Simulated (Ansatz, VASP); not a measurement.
## Two plane-wave programs on TaSF

```xyz
6
Lattice="3.8734 0.0000 0.0000 0.0000 4.1276 0.0000 0.0000 0.0000 6.3927" Properties=species:S:1:pos:R:3 pbc="T T T"
Ta    1.9367    0.0000    4.5825
Ta    1.9367    0.0000    1.8102
S     0.0000    0.0000    0.0000
S     0.0000    0.0000    3.1963
F     1.9367    2.0638    4.8163
F     1.9367    2.0638    1.5764
```

Change from the starting cell: the structure that the rattled cell fell into.

Alike in both runs: task single point; functional PBE; k mesh 4 × 4 × 4; occupations gaussian, width 0.1 eV; collinear spin.

|  | VASP | Ansatz |
| --- | --- | --- |
| version | VASP 6.6.1 | Ansatz 0.2.0 |
| potentials or method | VASP PAW PBE potentials, release 64 (Ta_sv_GW, S, F), cutoff 600 eV | scalar-relativistic, plane waves, PAW |
| valence electrons in the cell | 52 | 52 |

VASP gave:

```
gap on the k mesh at the Fermi level (eV)                     : none
pressure (GPa)                                                : -0.1
traceless stress, the component that is largest in VASP (GPa) : -0.44
rms of the force components (eV/Å)                            : 0.033
net moment per atom (μB)                                      : 0.00
```

Question: Estimate Ansatz's values.

Answer: gap on the k mesh at the Fermi level (eV): none; pressure (GPa): 0.1; traceless stress, the component that is largest in VASP (GPa): -0.34; rms of the force components (eV/Å): 0.036; net moment per atom (μB): 0.00.

Atom by atom the forces differ by 0.003 eV/Å (rms over components). A gap of «none» marks a metal or a gap that the smearing closes. Ansatz's warnings: seeded moment not kept.

The k mesh is coarse, so the values compare programs but aren't converged. Spin-orbit coupling is off throughout.
